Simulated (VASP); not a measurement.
# Tl (Im-3m) in VASP: a series of runs, part 2 of 2

VASP 6.6.1. Earlier steps stand in the parts before.

### 4 Single point, PBE (31.55 Å³/atom)

This run uses another cell than the first one, of 31.55 Å³/atom.

INCAR

```
ALGO = Normal
EDIFF = 1E-6
ENCUT = 520
GGA = PE
ISIF = 2
ISMEAR = 0
LASPH = True
LCHARG = False
LREAL = False
LWAVE = False
NBANDS = 12
NELM = 100
PREC = Accurate
SIGMA = 0.05
```

KPOINTS

```
k-points
0
Gamma
  8 8 8
```

POSCAR

```
Tl
1.0
   -1.9906559949      1.9906559949      1.9906559949
    1.9906559949     -1.9906559949      1.9906559949
    1.9906559949      1.9906559949     -1.9906559949
Tl
1
Direct
    0.0000000000      0.0000000000      0.0000000000
```

Potentials or basis: VASP PAW PBE potentials, release 64 (Tl_d).

On the command line:

```bash
$ cat potpaw_PBE.64/Tl_d/POTCAR > POTCAR
$ mpirun -np 1 vasp_std > vasp.out
```

OUTCAR:

```text
EDIFF = 1E-6
   ENCUT = 520
   GGA = PE
   ISIF = 2
   ISMEAR = 0
   LASPH = True
   LREAL = False
   NELM = 100
   PREC = Accurate

 ion  position               nearest neighbor table
   1  0.000  0.000  0.000-

  LATTYP: Found a body centered cubic cell.
 ALAT       =     3.9813119898

  Lattice vectors:

 A1 = (  -1.9906559949,   1.9906559949,   1.9906559949)
 A2 = (   1.9906559949,  -1.9906559949,   1.9906559949)
 A3 = (   1.9906559949,   1.9906559949,  -1.9906559949)

Analysis of symmetry for initial positions (statically):
=====================================================================
 Subroutine PRICEL returns:
 Original cell was already a primitive cell.

 Routine SETGRP: Setting up the symmetry group for a
 body centered cubic supercell.

 Subroutine GETGRP returns: Found 48 space group operations
 (whereof 48 operations were pure point group operations)
 out of a pool of 48 trial point group operations.

The static configuration has the point symmetry O_h .

Analysis of symmetry for dynamics (positions and initial velocities):
[... 160 lines left out ...]
 val. band max:        5.4897573858   @ k =   0.2500   0.2500   0.0000
 cond. band min:       5.5805981850   @ k =  -0.3750   0.3750   0.1250
 fundamental gap:      0.0908407992
 Fermi energy:         5.5733324592

 k-point     1 :       0.0000    0.0000    0.0000
  band No.  band energies     occupation
      1      -5.9573      2.00000
      2      -5.9573      2.00000
      3      -5.9573      2.00000
      4      -5.6176      2.00000
      5      -5.6176      2.00000
      6      -3.8146      2.00000
      7      15.4183      0.00000
      8      15.4183      0.00000
      9      15.4183      0.00000
     10      17.6915      0.00000
     11      17.6915      0.00000
     12      17.6915      0.00000
[... 331 lines left out ...]
 k-point    24 :      -0.3750    0.3750    0.2500
  band No.  band energies     occupation
      1      -5.9439      2.00000
      2      -5.8355      2.00000
      3      -5.7769      2.00000
      4      -5.6718      2.00000
      5      -5.5157      2.00000
      6       0.2696      2.00000
      7       6.4247      0.00000
      8       9.0153      0.00000
      9       9.8331      0.00000
     10      13.5521      0.00000
     11      17.7741      0.00000
     12      20.1249      0.00000

 [... further k-points ...]
[... 5 lines left out ...]
  --------------------------------------------------------------------------------------
  -------------------------------------------------------------------------------------
  Total        0.0003025      0.0003025      0.0003025      0.0000000      0.0000000      0.0000000
  in kB        0.0153589      0.0153589      0.0153589      0.0000000      0.0000000      0.0000000
  external PRESSURE =       0.0153589 kB  Pullay stress =       0.0000000 kB

 VOLUME and BASIS-vectors are now :
 -----------------------------------------------------------------------------
  energy-cutoff  :      520.00
  volume of cell :       31.55
      direct lattice vectors                 reciprocal lattice vectors
    -1.990655995  1.990655995  1.990655995     0.000000000  0.251173483  0.251173483
     1.990655995 -1.990655995  1.990655995     0.251173483  0.000000000  0.251173483
     1.990655995  1.990655995 -1.990655995     0.251173483  0.251173483  0.000000000

 POSITION                                       TOTAL-FORCE (eV/Angst)
 -----------------------------------------------------------------------------------
      0.00000      0.00000      0.00000         0.000000      0.000000      0.000000
 -----------------------------------------------------------------------------------
    total drift:                               -0.000000     -0.000000     -0.000000

  FREE ENERGIE OF THE ION-ELECTRON SYSTEM (eV)
  ---------------------------------------------------
  free  energy   TOTEN  =        -2.2039192972 eV

  energy  without entropy=       -2.2012692817  energy(sigma->0) =       -2.20259429
```

OSZICAR:

```text
N       E                     dE             d eps       ncg     rms          rms(c)
DAV:   1     0.508023918743E+02    0.50802E+02   -0.65496E+03   736   0.927E+02
DAV:   2    -0.163184200359E+01   -0.52434E+02   -0.51689E+02   772   0.213E+02
DAV:   3    -0.222201777031E+01   -0.59018E+00   -0.58889E+00   840   0.204E+01
DAV:   4    -0.222469940801E+01   -0.26816E-02   -0.26815E-02   792   0.159E+00
DAV:   5    -0.222473239759E+01   -0.32990E-04   -0.32990E-04   816   0.171E-01    0.159E+00
DAV:   6    -0.220701242278E+01    0.17720E-01   -0.28965E-02   772   0.155E+00    0.116E+00
DAV:   7    -0.220403932761E+01    0.29731E-02   -0.94115E-03   788   0.874E-01    0.518E-01
DAV:   8    -0.220391320670E+01    0.12612E-03   -0.35286E-04   788   0.179E-01    0.284E-02
DAV:   9    -0.220391695592E+01   -0.37492E-05   -0.40102E-06   804   0.190E-02    0.941E-03
DAV:  10    -0.220391929607E+01   -0.23401E-05   -0.20122E-06   784   0.132E-02    0.646E-04
DAV:  11    -0.220391929724E+01   -0.11762E-08   -0.34543E-08   432   0.133E-03
   1 F= -.22039193E+01 E0= -.22025943E+01  d E =-.265002E-02
```

Wall time 15 s (1 thread of Intel Xeon Platinum 8259CL at 2.50GHz (Skylake/Cascade Lake), shared host); peak memory 0.15 GiB.

What came out:

* Free energy: -2.2039 eV
* Pressure: 0.0 GPa
* Band gap on the k mesh: zero (an odd number of electrons rules out a gap without spin polarisation)

Caveat: spin-orbit coupling is left out, which moves the levels of the heavy elements.

### 5 Summary

| cell | gap on the mesh (eV) | pressure (GPa) |
| --- | --- | --- |
| a = 3.365 Å, angles 109.5°, 1 atom | none | 2.4 |
| a = 3.340 Å, angles 109.5°, 1 atom | none | 3.3 |
| a = 3.448 Å, angles 109.5°, 1 atom | none | 0.0 |

Alike in all rows: task single point; level PBE; potentials or basis VASP PAW PBE potentials, release 64 (Tl_d); no spin polarisation; k mesh 8 × 8 × 8; cutoff (eV) 520; smearing gaussian 0.05 eV.

Caveats: spin-orbit coupling is left out, which moves the levels of the heavy elements; the cell stands under pressure (at least some runs).

Total energies depend on the potentials used, so only differences within one code and one set of settings carry meaning.
